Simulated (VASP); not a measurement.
# Pr (Fm-3m) in VASP: single point with PBE

Aim: the single point of Pr with PBE.

Everything below comes from runs of VASP 6.6.1. Logs are shortened: lines on timing, memory, paths and dates and some standing lists are left out, and cuts for length are marked.

### 1 The cell of the first run

Symmetry: Fm-3m, No. 225, cubic system. The conventional cell has a = 5.170 Å, b = 5.170 Å, c = 5.170 Å, α = 90.00°, β = 90.00°, γ = 90.00°. Within 4.8 Å of Pr (site symmetry m-3m) lie 12 Pr at 3.66 Å.

This isn't the form of Pr at room conditions, which is double hcp.

### 2 Single point, PBE, collinear spin, ferromagnetic start

INCAR reads:

```
  PREC = Accurate
  ENCUT = 520
  EDIFF = 1E-6
  ISMEAR = 0
  SIGMA = 0.05
  LREAL = False
  LASPH = True
  NELM = 150
  ALGO = Fast
  ISIF = 2
  LWAVE = False
  LCHARG = True
  ISPIN = 2
  MAGMOM = 2
  LORBIT = 11
  LMAXMIX = 6
  GGA = PE
  LELF = True
  LVHAR = True
  NBANDS = 16
```

KPOINTS reads:

```
Automatic mesh
0
Gamma
  14 14 14
```

POSCAR reads:

```
Pr
1.0
    0.0000000000      2.5848034874      2.5848034874
    2.5848034874      0.0000000000      2.5848034874
    2.5848034874      2.5848034874      0.0000000000
Pr
1
Direct
    0.0000000000      0.0000000000      0.0000000000
```

Potentials or basis: VASP PAW PBE potentials, release 64 (Pr).

Command:

```sh
$ cat potpaw_PBE.64/Pr/POTCAR > POTCAR
$ mpirun -np 1 vasp_std > vasp.out
```

OUTCAR:

```text
PREC = Accurate
   ENCUT = 520
   EDIFF = 1E-6
   ISMEAR = 0
   LREAL = False
   LASPH = True
   NELM = 150
   ISIF = 2
   ISPIN = 2
   LORBIT = 11
   GGA = PE

 ion  position               nearest neighbor table
   1  0.000  0.000  0.000-

  LATTYP: Found a face centered cubic cell.
 ALAT       =     5.1696069748

  Lattice vectors:

 A1 = (   0.0000000000,   2.5848034874,   2.5848034874)
 A2 = (   2.5848034874,   0.0000000000,   2.5848034874)
 A3 = (   2.5848034874,   2.5848034874,   0.0000000000)

Analysis of symmetry for initial positions (statically):
=====================================================================
 Subroutine PRICEL returns:
 Original cell was already a primitive cell.

 Routine SETGRP: Setting up the symmetry group for a
 face centered cubic supercell.

 Subroutine GETGRP returns: Found 48 space group operations
 (whereof 48 operations were pure point group operations)
 out of a pool of 48 trial point group operations.

The static configuration has the point symmetry O_h .

Analysis of symmetry for dynamics (positions and initial velocities):
=====================================================================
 Subroutine PRICEL returns:
 Original cell was already a primitive cell.

 Routine SETGRP: Setting up the symmetry group for a
 face centered cubic supercell.

 Subroutine GETGRP returns: Found 48 space group operations
 (whereof 48 operations were pure point group operations)
 out of a pool of 48 trial point group operations.

The dynamic configuration has the point symmetry O_h .

Analysis of structural, dynamic, and magnetic symmetry:
=====================================================================
 Subroutine PRICEL returns:
 Original cell was already a primitive cell.

 Routine SETGRP: Setting up the symmetry group for a
 face centered cubic supercell.

 Subroutine GETGRP returns: Found 48 space group operations
 (whereof 48 operations were pure point group operations)
 out of a pool of 48 trial point group operations.

The overall configuration has the point symmetry O_h .

 Subroutine INISYM returns: Found 48 space group operations
 (whereof 48 operations are pure point group operations),
 and found     1 'primitive' translations

----------------------------------------------------------------------------------------

                                     Primitive cell

  volume of cell :      34.5392

  direct lattice vectors                    reciprocal lattice vectors
     0.000000000  2.584803487  2.584803487    -0.193438303  0.193438303  0.193438303
     2.584803487  0.000000000  2.584803487     0.193438303 -0.193438303  0.193438303
     2.584803487  2.584803487  0.000000000     0.193438303  0.193438303 -0.193438303

  length of vectors
     3.655464148  3.655464148  3.655464148     0.335044969  0.335044969  0.335044969

  position of ions in fractional coordinates (direct lattice)
     0.000000000  0.000000000  0.000000000

  ion indices of the primitive-cell ions
   primitive index   ion index
                 1           1

----------------------------------------------------------------------------------------

 KPOINTS: Automatic mesh

Automatic generation of k-mesh.
 Grid dimensions read from file:
 generate k-points for:   14   14   14

 Generating k-lattice:

  Cartesian coordinates                     Fractional coordinates (reciprocal lattice)
    -0.013817022  0.013817022  0.013817022     0.071428571  0.000000000  0.000000000
     0.013817022 -0.013817022  0.013817022     0.000000000  0.071428571  0.000000000
     0.013817022  0.013817022 -0.013817022     0.000000000  0.000000000  0.071428571

  Length of vectors
     0.023931783  0.023931783  0.023931783

  Shift w.r.t. Gamma in fractional coordinates (k-lattice)
     0.000000000  0.000000000  0.000000000

 Subroutine IBZKPT returns following result:
 ===========================================

 Found    104 irreducible k-points:

 Following reciprocal coordinates:
            Coordinates               Weight
  0.000000  0.000000  0.000000      1.000000
  0.071429  0.000000  0.000000      8.000000
  0.142857  0.000000  0.000000      8.000000
  0.214286  0.000000  0.000000      8.000000
  0.285714  0.000000  0.000000      8.000000
  0.357143  0.000000  0.000000      8.000000
[... 16 lines left out ...]
  0.214286  0.142857  0.000000     24.000000
  0.285714  0.142857  0.000000     24.000000
 [... further k-points ...]
   k-points           NKPTS =    104   k-points in BZ     NKDIM =    104   number of bands    NBANDS=     16
   number of dos      NEDOS =    301   number of ions     NIONS =      1
   total plane-waves  NPLWV =  21952
   dimension x,y,z NGX =    28 NGY =   28 NGZ =   28
   dimension x,y,z NGXF=    56 NGYF=   56 NGZF=   56
   ions per type =               1
   NGX,Y,Z   is equivalent  to a cutoff of  12.73, 12.73, 12.73 a.u.
   NGXF,Y,Z  is equivalent  to a cutoff of  25.47, 25.47, 25.47 a.u.
 SYSTEM =  unknown system
   PREC   = accura    normal or accurate (medium, high low for compatibility)
   ISTART =      0    job   : 0-new  1-cont  2-samecut
   ICHARG =      2    charge: 1-file 2-atom 10-const
   ISPIN  =      2    spin polarized calculation?
   LNONCOLLINEAR =      F non collinear calculations
   LSORBIT =      F    spin-orbit coupling
   LASPH  =      T    aspherical Exc in radial PAW
   ENCUT  =  520.0 eV  38.22 Ry    6.18 a.u.   6.80  6.80  6.80*2*pi/ulx,y,z
   NELM   =    150;   NELMIN=  2; NELMDL= -5     # of ELM steps
   EDIFF  = 0.1E-05   stopping-criterion for ELM
   LREAL  =      F    real-space projection
   EDIFFG = 0.1E-04   stopping-criterion for IOM
   NSW    =      0    number of steps for IOM
   IBRION =     -1    ionic relax: 0-MD 1-quasi-New 2-CG
   NFREE  =      0    steps in history (QN), initial steepest desc. (CG)
   ISIF   =      2    stress and relaxation
   ISYM   =      2    0-nonsym 1-usesym 2-fastsym
   POTIM  = 0.5000    time-step for ionic-motion
   TEBEG  =    0.0;   TEEND  =   0.0 temperature during run
   PSTRESS=    0.0 pullay stress
   NELECT =      13.0000    total number of electrons
   NUPDOWN=      -1.0000    fix difference up-down
   EMIN   =  10.00;   EMAX   =-10.00  energy-range for DOS
   EFERMI =   0.00;   METHOD = LEGACY
   ISMEAR =     0;   SIGMA  =   0.05  broadening in eV -4-tet -1-fermi 0-gaus
   EFERMI_NEDOS =   21; number of points for ismear=-14 and -15
   IALGO  =     68    algorithm
   IMIX   =      4    mixing-type and parameters
     AMIX     =   0.40;   BMIX     =  1.00
     AMIX_MAG =   1.60;   BMIX_MAG =  1.00
  volume/ion in A,a.u.               =      34.54       233.08
  Fermi-wavevector in a.u.,A,eV,Ry     =   1.182003  2.233661 19.009109  1.397130
  Thomas-Fermi vector in A             =   2.318265
   LORBIT       =     11    0 simple, 1 ext, 2 COOP (PROOUT), +10 PAW based schemes
   GGA     = PE    functional components
   LHFCALC =     F    Hartree Fock is set to
   AEXX    =    0.0000 exact exchange contribution
   IVDW    =     0    specifies the selected vdW correction
   LEPSILON=     F    determine dielectric tensor
   LRPA    =     F    only Hartree local field effects (RPA)
 spin polarized calculation
 RMM-DIIS sequential band-by-band and
 Gauss-broadening in eV      SIGMA  =   0.05
  energy-cutoff  :      520.00
  volume of cell :       34.54
 maximum number of plane-waves:       950
   NGX = 13   NGY = 13   NGZ = 13

 number of electron      13.0000002 magnetization       2.5977101

 Free energy of the ion-electron system (eV)
  ---------------------------------------------------
  ext. energy  EPLUGINS =         0.00000000
  ---------------------------------------------------
  free energy    TOTEN  =        -5.44643532 eV

  energy without entropy =       -5.43502806  energy(sigma->0) =       -5.44073169

 E-fermi :   6.0638     XC(G=0):  -9.9364

 val. band max:        6.0607914880   @ k =   0.3571   0.2143   0.0000
 cond. band min:       6.0641162930   @ k =  -0.2143   0.2143   0.0000
 fundamental gap:      0.0033248050
 Fermi energy:         6.0637777021

 spin component 1

 k-point     1 :       0.0000    0.0000    0.0000
  band No.  band energies     occupation
      1     -30.0223      1.00000
      2     -11.3738      1.00000
      3     -11.3738      1.00000
      4     -11.3738      1.00000
      5       2.2727      1.00000
      6       5.3591      1.00000
[... 8 lines left out ...]
     15       7.6142      0.00000
     16      10.1064      0.00000

 k-point     2 :       0.0714    0.0000    0.0000
  band No.  band energies     occupation
      1     -30.0143      1.00000
      2     -11.4445      1.00000
      3     -11.3820      1.00000
      4     -11.3820      1.00000
      5       2.4287      1.00000
      6       5.3483      1.00000
[... 8 lines left out ...]
     15       7.7327      0.00000
     16      10.0330      0.00000
[... 387 lines left out ...]
      5       3.5036      1.00000
      6       5.2542      1.00000
[... 8 lines left out ...]
     15       8.5532      0.00000
     16       9.0485      0.00000

 k-point    24 :       0.2857    0.1429    0.0000
  band No.  band energies     occupation
      1     -29.9259      1.00000
      2     -12.0350      1.00000
      3     -11.5461      1.00000
      4     -11.5343      1.00000
      5       4.0307      1.00000
      6       5.2732      1.00000
[... 8 lines left out ...]
     15       8.6324      0.00000
     16       9.6779      0.00000

 [... further k-points ...]

 spin component 2

 k-point     1 :       0.0000    0.0000    0.0000
  band No.  band energies     occupation
      1     -28.9632      1.00000
      2     -10.5342      1.00000
      3     -10.5341      1.00000
      4     -10.5341      1.00000
      5       2.8264      1.00000
      6       7.5795      0.00000
[... 8 lines left out ...]
     15       8.1216      0.00000
     16      10.5842      0.00000

 k-point     2 :       0.0714    0.0000    0.0000
  band No.  band energies     occupation
      1     -28.9547      1.00000
      2     -10.6089      1.00000
      3     -10.5428      1.00000
      4     -10.5428      1.00000
      5       2.9851      1.00000
      6       7.4166      0.00000
[... 8 lines left out ...]
     15       8.2848      0.00000
     16      10.5213      0.00000
[... 387 lines left out ...]
      5       4.0676      1.00000
      6       6.6320      0.00000
[... 8 lines left out ...]
     15       9.1436      0.00000
     16       9.6595      0.00000

 k-point    24 :       0.2857    0.1429    0.0000
  band No.  band energies     occupation
      1     -28.8603      1.00000
      2     -11.2302      1.00000
      3     -10.7161      1.00000
      4     -10.7033      1.00000
      5       4.5961      1.00000
      6       6.5098      0.00000
[... 8 lines left out ...]
     15       9.2177      0.00000
     16      10.2699      0.00000

 [... further k-points ...]
[... 5 lines left out ...]
  --------------------------------------------------------------------------------------
  -------------------------------------------------------------------------------------
  Total       -0.2051934     -0.2051934     -0.2051934      0.0000000      0.0000000      0.0000000
  in kB       -9.5183456     -9.5183456     -9.5183456      0.0000000      0.0000000      0.0000000
  external PRESSURE =      -9.5183456 kB  Pullay stress =       0.0000000 kB

 VOLUME and BASIS-vectors are now :
 -----------------------------------------------------------------------------
  energy-cutoff  :      520.00
  volume of cell :       34.54
      direct lattice vectors                 reciprocal lattice vectors
     0.000000000  2.584803487  2.584803487    -0.193438303  0.193438303  0.193438303
     2.584803487  0.000000000  2.584803487     0.193438303 -0.193438303  0.193438303
     2.584803487  2.584803487  0.000000000     0.193438303  0.193438303 -0.193438303

 POSITION                                       TOTAL-FORCE (eV/Angst)
 -----------------------------------------------------------------------------------
      0.00000      0.00000      0.00000         0.000000      0.000000      0.000000
 -----------------------------------------------------------------------------------
    total drift:                               -0.000000     -0.000000     -0.000000

  FREE ENERGIE OF THE ION-ELECTRON SYSTEM (eV)
  ---------------------------------------------------
  free  energy   TOTEN  =        -5.4464353200 eV

  energy  without entropy=       -5.4350280583  energy(sigma->0) =       -5.44073169

 total charge

# of ion       s       p       d       f       tot
--------------------------------------------------
    1        2.000   5.277   0.583   2.155  10.015

 magnetization (x)

# of ion       s       p       d       f       tot
--------------------------------------------------
    1       -0.010  -0.022   0.089   2.099   2.156
```

Run time: 9.5 min. Hardware: 1 thread of Intel Xeon 8259CL, shared host; peak memory 0.26 GiB.

What came out:

- Free energy: -5.4464 eV
- Pressure: -1.0 GPa
- Net moment: 2.60 μB per cell
- Site moments: Pr +2.16 μB
- Valence electrons inside the program's atomic spheres: Pr 10.02

Levels at points of the mesh, in eV from the Fermi level:
Spin up:
```
           k point  band 4  band 5  band 6  band 7  band 8  band 9  band 10  band 11  band 12  band 13
(0.00, 0.00, 0.00)  -17.44   -3.79   -0.70   -0.16   -0.16   -0.16     0.78     0.78     0.78     1.55
(0.50, 0.00, 0.00)  -17.60   -1.98   -0.47   -0.20    0.07    0.07     0.46     0.46     0.80     1.34
(0.50, 0.50, 0.00)  -17.89   -2.10   -1.48   -0.17   -0.05    0.07     0.07     0.44     0.47     0.47
```
Spin down:
```
           k point  band 3  band 4  band 5  band 6  band 7  band 8
(0.00, 0.00, 0.00)  -16.60  -16.60   -3.24    1.52    1.61    1.61
(0.50, 0.00, 0.00)  -16.77  -16.77   -1.40    1.27    1.34    1.34
(0.50, 0.50, 0.00)  -17.07  -17.07   -1.70   -0.90    1.37    1.38
```

Caveat: the magnetic or orbital state may not be the lowest; spin-orbit coupling is left out, which moves the levels of the heavy elements; semilocal functionals describe open f shells poorly, which spoils levels, moments and volumes. The state reached can hang on the start; a lower one may exist.
